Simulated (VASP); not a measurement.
# Si3O2 (P4mm) in VASP: notebook, part 2 of 3

VASP 6.6.1. Earlier steps stand in the parts before.

### 4 Single point, PBE

File INCAR:

```
SYSTEM = Si3O2
ALGO = Normal
EDIFF = 1E-7
ENCUT = 520
GGA = PE
ISIF = 2
ISMEAR = 0
LASPH = .TRUE.
LCHARG = .FALSE.
LREAL = .FALSE.
LWAVE = .FALSE.
NBANDS = 20
NELM = 100
PREC = Accurate
SIGMA = 0.1
```

File KPOINTS:

```
k-points
0
G
  12 12 8
  0 0 0
```

File POSCAR:

```
Si3O2
1.0
    3.3682764680      0.0000000000      0.0000000000
    0.0000000000      3.3682764680      0.0000000000
    0.0000000000      0.0000000000      5.4777702201
Si O
3 2
Direct
    0.5000000000      0.5000000000      0.3314503232
    0.5000000000      0.5000000000      0.8998705181
    0.0000000000      0.0000000000      0.7242068708
    0.5000000000      0.0000000000      0.4335536939
    0.0000000000      0.5000000000      0.4335536939
```

Potentials or basis: VASP PAW PBE potentials, release 64 (Si, O).

The run is started by

```console
cat potpaw_PBE.64/Si/POTCAR potpaw_PBE.64/O/POTCAR > POTCAR
mpirun -np 1 vasp_std > vasp.out
```

OUTCAR:

```text
SYSTEM = Si3O2
   EDIFF = 1E-7
   ENCUT = 520
   GGA = PE
   ISIF = 2
   ISMEAR = 0
   LASPH = .TRUE.
   LREAL = .FALSE.
   NELM = 100
   PREC = Accurate

 ion  position               nearest neighbor table
   1  0.500  0.500  0.331-   4 1.77   5 1.77   4 1.77   5 1.77   2 2.36   2 3.11
   2  0.500  0.500  0.900-   1 2.36   3 2.57   3 2.57   3 2.57   3 2.57   1 3.11
   3  0.000  0.000  0.724-   4 2.32   5 2.32   5 2.32   4 2.32   2 2.57   2 2.57   2 2.57   2 2.57

   4  0.500  0.000  0.434-   1 1.77   1 1.77   3 2.32   3 2.32
   5  0.000  0.500  0.434-   1 1.77   1 1.77   3 2.32   3 2.32

  LATTYP: Found a simple tetragonal cell.
 ALAT       =     3.3682764680
 C/A-ratio  =     1.6262828399

  Lattice vectors:

 A1 = (   3.3682764680,   0.0000000000,   0.0000000000)
 A2 = (   0.0000000000,   3.3682764680,   0.0000000000)
 A3 = (   0.0000000000,   0.0000000000,   5.4777702201)

Analysis of symmetry for initial positions (statically):
=====================================================================
 Subroutine PRICEL returns:
 Original cell was already a primitive cell.

 Routine SETGRP: Setting up the symmetry group for a
 simple tetragonal supercell.

 Subroutine GETGRP returns: Found  8 space group operations
 (whereof  8 operations were pure point group operations)
 out of a pool of 16 trial point group operations.

The static configuration has the point symmetry C_4v.

Analysis of symmetry for dynamics (positions and initial velocities):
=====================================================================
 Subroutine PRICEL returns:
 Original cell was already a primitive cell.

 Routine SETGRP: Setting up the symmetry group for a
 simple tetragonal supercell.

 Subroutine GETGRP returns: Found  8 space group operations
 (whereof  8 operations were pure point group operations)
 out of a pool of 16 trial point group operations.

The dynamic configuration has the point symmetry C_4v.

 Subroutine INISYM returns: Found  8 space group operations
 (whereof  8 operations are pure point group operations),
 and found     1 'primitive' translations

----------------------------------------------------------------------------------------

                                     Primitive cell

  volume of cell :      62.1469

  direct lattice vectors                    reciprocal lattice vectors
     3.368276468  0.000000000  0.000000000     0.296887743  0.000000000  0.000000000
     0.000000000  3.368276468  0.000000000     0.000000000  0.296887743  0.000000000
     0.000000000  0.000000000  5.477770220     0.000000000  0.000000000  0.182556033

  length of vectors
     3.368276468  3.368276468  5.477770220     0.296887743  0.296887743  0.182556033

  position of ions in fractional coordinates (direct lattice)
     0.500000000  0.500000000  0.331450323
     0.500000000  0.500000000  0.899870518
     0.000000000  0.000000000  0.724206871
     0.500000000  0.000000000  0.433553694
     0.000000000  0.500000000  0.433553694

  ion indices of the primitive-cell ions
   primitive index   ion index
                 1           1
[... 27 lines left out ...]
 ===========================================

 Found    140 irreducible k-points:

 Following reciprocal coordinates:
            Coordinates               Weight
  0.000000  0.000000  0.000000      1.000000
  0.083333  0.000000  0.000000      4.000000
  0.166667  0.000000  0.000000      4.000000
  0.250000  0.000000  0.000000      4.000000
  0.333333  0.000000  0.000000      4.000000
  0.416667  0.000000  0.000000      4.000000
[... 16 lines left out ...]
  0.333333  0.333333  0.000000      4.000000
  0.416667  0.333333  0.000000      8.000000
 [... further k-points ...]
   k-points           NKPTS =    140   k-points in BZ     NKDIM =    140   number of bands    NBANDS=     20
   number of dos      NEDOS =    301   number of ions     NIONS =      5
   total plane-waves  NPLWV =  32928
   dimension x,y,z NGX =    28 NGY =   28 NGZ =   42
   dimension x,y,z NGXF=    56 NGYF=   56 NGZF=   84
   ions per type =               3   2
   NGX,Y,Z   is equivalent  to a cutoff of  13.82, 13.82, 12.75 a.u.
   NGXF,Y,Z  is equivalent  to a cutoff of  27.64, 27.64, 25.49 a.u.
 SYSTEM =  Si3O2
   PREC   = accura    normal or accurate (medium, high low for compatibility)
   ISTART =      0    job   : 0-new  1-cont  2-samecut
   ICHARG =      2    charge: 1-file 2-atom 10-const
   ISPIN  =      1    spin polarized calculation?
   LNONCOLLINEAR =      F non collinear calculations
   LSORBIT =      F    spin-orbit coupling
   LASPH  =      T    aspherical Exc in radial PAW
   ENCUT  =  520.0 eV  38.22 Ry    6.18 a.u.   6.26  6.26 10.19*2*pi/ulx,y,z
   NELM   =    100;   NELMIN=  2; NELMDL= -5     # of ELM steps
   EDIFF  = 0.1E-06   stopping-criterion for ELM
   LREAL  =      F    real-space projection
   EDIFFG = 0.1E-05   stopping-criterion for IOM
   NSW    =      0    number of steps for IOM
   IBRION =     -1    ionic relax: 0-MD 1-quasi-New 2-CG
   NFREE  =      0    steps in history (QN), initial steepest desc. (CG)
   ISIF   =      2    stress and relaxation
   ISYM   =      2    0-nonsym 1-usesym 2-fastsym
   POTIM  = 0.5000    time-step for ionic-motion
   TEBEG  =    0.0;   TEEND  =   0.0 temperature during run
   PSTRESS=    0.0 pullay stress
   NELECT =      24.0000    total number of electrons
   NUPDOWN=      -1.0000    fix difference up-down
   EMIN   =  10.00;   EMAX   =-10.00  energy-range for DOS
   EFERMI =   0.00;   METHOD = LEGACY
   ISMEAR =     0;   SIGMA  =   0.10  broadening in eV -4-tet -1-fermi 0-gaus
   EFERMI_NEDOS =   21; number of points for ismear=-14 and -15
   IALGO  =     38    algorithm
   IMIX   =      4    mixing-type and parameters
     AMIX     =   0.40;   BMIX     =  1.00
     AMIX_MAG =   1.60;   BMIX_MAG =  1.00
  volume/ion in A,a.u.               =      12.43        83.88
  Fermi-wavevector in a.u.,A,eV,Ry     =   1.192172  2.252878 19.337599  1.421273
  Thomas-Fermi vector in A             =   2.328216
   LORBIT       =      0    0 simple, 1 ext, 2 COOP (PROOUT), +10 PAW based schemes
   GGA     = PE    functional components
   LHFCALC =     F    Hartree Fock is set to
   AEXX    =    0.0000 exact exchange contribution
   IVDW    =     0    specifies the selected vdW correction
   LEPSILON=     F    determine dielectric tensor
   LRPA    =     F    only Hartree local field effects (RPA)
 non-spin polarized calculation
 Gauss-broadening in eV      SIGMA  =   0.10
  energy-cutoff  :      520.00
  volume of cell :       62.15
 maximum number of plane-waves:      1696
 NGX is ok and might be reduce to    28
   NGX = 13   NGY = 13   NGZ = 21

 number of electron      23.9999993 magnetization

 Free energy of the ion-electron system (eV)
  ---------------------------------------------------
  ext. energy  EPLUGINS =         0.00000000
  ---------------------------------------------------
  free energy    TOTEN  =       -30.54091226 eV

  energy without entropy =      -30.53690158  energy(sigma->0) =      -30.53890692

 E-fermi :   8.0576     XC(G=0): -10.7170

 val. band max:        8.0343944604   @ k =   0.5000   0.1667   0.0000
 cond. band min:       8.0674081340   @ k =   0.0000   0.0000   0.3750
 fundamental gap:      0.0330136735
 Fermi energy:         8.0576270952

 k-point     1 :       0.0000    0.0000    0.0000
  band No.  band energies     occupation
      1     -14.4740      2.00000
      2     -10.8295      2.00000
      3      -3.4446      2.00000
      4      -1.3417      2.00000
      5      -0.9240      2.00000
      6      -0.9240      2.00000
[... 541 lines left out ...]
     19      16.5460      0.00000
     20      16.9865      0.00000

 [... further k-points ...]

------------------------ aborting loop because EDIFF is reached ----------------------------------------

  FORCE on cell =-STRESS in cart. coord.  units (eV):
  Direction    XX          YY          ZZ          XY          YZ          ZX
  --------------------------------------------------------------------------------------
  -------------------------------------------------------------------------------------
  Total        0.0329417      0.0329417     -0.0630463      0.0000000      0.0000000      0.0000000
  in kB        0.8492524      0.8492524     -1.6253647      0.0000000      0.0000000      0.0000000
  external PRESSURE =       0.0243800 kB  Pullay stress =       0.0000000 kB

 VOLUME and BASIS-vectors are now :
 -----------------------------------------------------------------------------
  energy-cutoff  :      520.00
  volume of cell :       62.15
      direct lattice vectors                 reciprocal lattice vectors
     3.368276468  0.000000000  0.000000000     0.296887743  0.000000000  0.000000000
     0.000000000  3.368276468  0.000000000     0.000000000  0.296887743  0.000000000
     0.000000000  0.000000000  5.477770220     0.000000000  0.000000000  0.182556033

 POSITION                                       TOTAL-FORCE (eV/Angst)
 -----------------------------------------------------------------------------------
      1.68414      1.68414      1.81561        -0.000000     -0.000000     -0.039700
      1.68414      1.68414      4.92928        -0.000000      0.000000      0.006865
      0.00000      0.00000      3.96704         0.000000      0.000000     -0.000402
      1.68414      0.00000      2.37491        -0.000000      0.000000      0.016618
      0.00000      1.68414      2.37491        -0.000000     -0.000000      0.016618
 -----------------------------------------------------------------------------------
    total drift:                                0.000000      0.000000     -0.000547

  FREE ENERGIE OF THE ION-ELECTRON SYSTEM (eV)
  ---------------------------------------------------
  free  energy   TOTEN  =       -30.5409122607 eV

  energy  without entropy=      -30.5369015809  energy(sigma->0) =      -30.53890692
```

It took 66 s on 1 thread of Intel Xeon 6975P-C (Granite Rapids), shared host; peak memory 0.26 GiB.

Results:

| Quantity | Value |
| --- | --- |
| Free energy | -30.5409 eV |
| Pressure | 0.0 GPa |
| Largest force | 0.040 eV/Å |
| Band gap on the k mesh | zero (band 12 reaches 9.45 eV, above the bottom of band 13 at 6.05 eV) |

Forces on the atoms (eV/Å):
```
Si   0.000  0.000 -0.040
Si   0.000  0.000  0.007
Si   0.000  0.000  0.000
O    0.000  0.000  0.017
O    0.000  0.000  0.017
```

Stress tensor (GPa, compression positive):
```
 0.08  0.00  0.00
 0.00  0.08  0.00
 0.00  0.00 -0.16
```

Levels at points of the mesh, in eV from the Fermi level:
```tsv
k point	band 9	band 10	band 11	band 12	band 13	band 14	band 15	band 16
(0.00, 0.00, 0.00)	-3.27	-2.14	-0.06	-0.06	0.17	0.53	3.75	3.96
(0.50, 0.00, 0.00)	-5.13	-5.02	-1.57	1.39	2.48	2.71	3.88	5.12
(0.50, 0.50, 0.00)	-4.27	-3.97	-3.97	-3.35	-1.58	1.75	4.55	4.55
(0.00, 0.00, 0.50)	-3.27	-3.27	-0.38	-0.38	0.05	2.44	4.02	4.40
(0.50, 0.00, 0.50)	-4.92	-4.63	-3.27	0.51	2.14	2.56	3.67	4.71
(0.50, 0.50, 0.50)	-4.27	-2.85	-2.85	-1.58	-1.49	2.43	2.43	2.95
```

### 5 Single point, PBE, collinear spin, ferromagnetic start

This run uses another cell than the first one, of 13.52 Å³/atom, 1.086 times its volume.

File INCAR:

```
SYSTEM = Si3O2
PREC = Accurate
ENCUT = 520
EDIFF = 1E-7
ISMEAR = 0
SIGMA = 0.1
LREAL = .False.
LASPH = .True.
NELM = 150
ALGO = Normal
ISIF = 2
LWAVE = .False.
LCHARG = .False.
ISPIN = 2
MAGMOM = 0 0 0 1 1
LORBIT = 11
GGA = PE
NBANDS = 24
```

File KPOINTS:

```
regular mesh
0
Gamma
  4 4 6
  0 0 0
```

File POSCAR:

```
Si3O2
1.0
    4.5012169400      0.0000000000      0.0000000000
    0.0000000000      4.5012169400      0.0000000000
    0.0000000000      0.0000000000      3.3357033900
Si O
3 2
Direct
    0.5000000000      0.5000000000      0.4793932500
    0.5000000000      0.5000000000      0.9783680900
    0.0000000000      0.0000000000      0.5312098000
    0.5000000000      0.0000000000      0.4168319800
    0.0000000000      0.5000000000      0.4168319800
```

Potentials or basis: VASP PAW PBE potentials, release 64 (Si, O).

The run is started by

```console
cat potpaw_PBE.64/Si/POTCAR potpaw_PBE.64/O/POTCAR > POTCAR
mpirun -np 1 vasp_std > vasp.out
```

OUTCAR:

```text
SYSTEM = Si3O2
   PREC = Accurate
   ENCUT = 520
   EDIFF = 1E-7
   ISMEAR = 0
   LREAL = .False.
   LASPH = .True.
   NELM = 150
   ISIF = 2
   ISPIN = 2
   LORBIT = 11
   GGA = PE

 ion  position               nearest neighbor table
   1  0.500  0.500  0.479-   2 1.66   2 1.67   5 2.26   4 2.26   4 2.26   5 2.26
   2  0.500  0.500  0.978-   1 1.66   1 1.67
   3  0.000  0.000  0.531-   4 2.28   5 2.28   5 2.28   4 2.28
   4  0.500  0.000  0.417-   1 2.26   1 2.26   3 2.28   3 2.28
   5  0.000  0.500  0.417-   1 2.26   1 2.26   3 2.28   3 2.28

  LATTYP: Found a simple tetragonal cell.
 ALAT       =     4.5012169400
 C/A-ratio  =     0.7410670124

  Lattice vectors:

 A1 = (   4.5012169400,   0.0000000000,   0.0000000000)
 A2 = (   0.0000000000,   4.5012169400,   0.0000000000)
 A3 = (   0.0000000000,   0.0000000000,   3.3357033900)

Analysis of symmetry for initial positions (statically):
=====================================================================
 Subroutine PRICEL returns:
 Original cell was already a primitive cell.

 Routine SETGRP: Setting up the symmetry group for a
 simple tetragonal supercell.

 Subroutine GETGRP returns: Found  8 space group operations
 (whereof  8 operations were pure point group operations)
 out of a pool of 16 trial point group operations.

The static configuration has the point symmetry C_4v.

Analysis of symmetry for dynamics (positions and initial velocities):
=====================================================================
 Subroutine PRICEL returns:
 Original cell was already a primitive cell.

 Routine SETGRP: Setting up the symmetry group for a
 simple tetragonal supercell.

 Subroutine GETGRP returns: Found  8 space group operations
 (whereof  8 operations were pure point group operations)
 out of a pool of 16 trial point group operations.

The dynamic configuration has the point symmetry C_4v.

[... 168 lines left out ...]
 E-fermi :   6.4523     XC(G=0): -10.3357

 val. band max:        6.4076643337   @ k =   0.5000   0.0000   0.5000
 cond. band min:       6.4576496721   @ k =   0.2500   0.2500   0.1667
 fundamental gap:      0.0499853383
 Fermi energy:         6.4522969465

 spin component 1

 k-point     1 :       0.0000    0.0000    0.0000
  band No.  band energies     occupation
      1     -12.7449      1.00000
      2     -11.6441      1.00000
      3      -4.8986      1.00000
      4      -1.0515      1.00000
      5      -1.0515      1.00000
      6       0.2757      1.00000
[... 637 lines left out ...]
     23      17.1932      0.00000
     24      17.5573      0.00000
 Fermi energy:         6.4522969465

 spin component 2

 k-point     1 :       0.0000    0.0000    0.0000
  band No.  band energies     occupation
      1     -12.7449      1.00000
      2     -11.6441      1.00000
      3      -4.8986      1.00000
      4      -1.0515      1.00000
      5      -1.0515      1.00000
      6       0.2757      1.00000
[... 637 lines left out ...]
     23      17.1933      0.00000
     24      17.5573      0.00000

------------------------ aborting loop because EDIFF is reached ----------------------------------------

  FORCE on cell =-STRESS in cart. coord.  units (eV):
  Direction    XX          YY          ZZ          XY          YZ          ZX
  --------------------------------------------------------------------------------------
  -------------------------------------------------------------------------------------
  Total       -5.6927135     -5.6927135     79.0855758      0.0000000      0.0000000      0.0000000
  in kB     -134.9530159   -134.9530159   1874.8241879      0.0000000      0.0000000      0.0000000
  external PRESSURE =     534.9727187 kB  Pullay stress =       0.0000000 kB

 VOLUME and BASIS-vectors are now :
 -----------------------------------------------------------------------------
  energy-cutoff  :      520.00
  volume of cell :       67.58
      direct lattice vectors                 reciprocal lattice vectors
     4.501216940  0.000000000  0.000000000     0.222162143  0.000000000  0.000000000
     0.000000000  4.501216940  0.000000000     0.000000000  0.222162143  0.000000000
     0.000000000  0.000000000  3.335703390     0.000000000  0.000000000  0.299786846

 POSITION                                       TOTAL-FORCE (eV/Angst)
 -----------------------------------------------------------------------------------
      2.25061      2.25061      1.59911         0.000000     -0.000000     -0.316821
      2.25061      2.25061      3.26355         0.000000     -0.000000      0.326979
      0.00000      0.00000      1.77196        -0.000000     -0.000000     -0.301660
      2.25061      0.00000      1.39043         0.000000     -0.000000      0.145751
      0.00000      2.25061      1.39043         0.000000      0.000000      0.145751
 -----------------------------------------------------------------------------------
    total drift:                                0.000000     -0.000000      0.000494

  FREE ENERGIE OF THE ION-ELECTRON SYSTEM (eV)
  ---------------------------------------------------
  free  energy   TOTEN  =       -15.6404179976 eV

  energy  without entropy=      -15.6267408795  energy(sigma->0) =      -15.63357944

 total charge

# of ion       s       p       d       tot
------------------------------------------
    1        0.936   1.274   0.000   2.211
    2        0.975   1.367   0.000   2.342
    3        0.949   0.425   0.000   1.374
    4        1.608   3.239   0.000   4.846
    5        1.608   3.239   0.000   4.846
--------------------------------------------------
tot          6.075   9.544   0.000  15.619

 magnetization (x)

# of ion       s       p       d       tot
------------------------------------------
    1       -0.000   0.000   0.000   0.000
    2       -0.000   0.000   0.000   0.000
    3        0.000  -0.000   0.000   0.000
    4        0.000   0.000   0.000   0.000
    5        0.000   0.000   0.000   0.000
--------------------------------------------------
tot          0.000   0.000   0.000   0.000
```

Run time: 28 s. Hardware: 1 thread of Intel Xeon 6975P-C (Granite Rapids), shared host; peak memory 0.23 GiB.

Results:

* Free energy: -15.6404 eV
* Pressure: 53.5 GPa
* Largest force: 0.327 eV/Å
* Band gap on the k mesh: zero (filled and empty bands overlap)
* Net moment: 0.00 μB per cell
* Valence electrons inside the program's atomic spheres: Si 2.21, 2.34, 1.37; O 4.85

Forces in eV/Å, atoms in the order of the input:
```
Si   0.000  0.000 -0.317
Si   0.000  0.000  0.327
Si   0.000  0.000 -0.302
O    0.000  0.000  0.146
O    0.000  0.000  0.146
```

Stress tensor (GPa, compression positive):
```
-13.50   0.00   0.00
  0.00 -13.50   0.00
  0.00   0.00 187.48
```

(Part 2 of 3 ends here.)
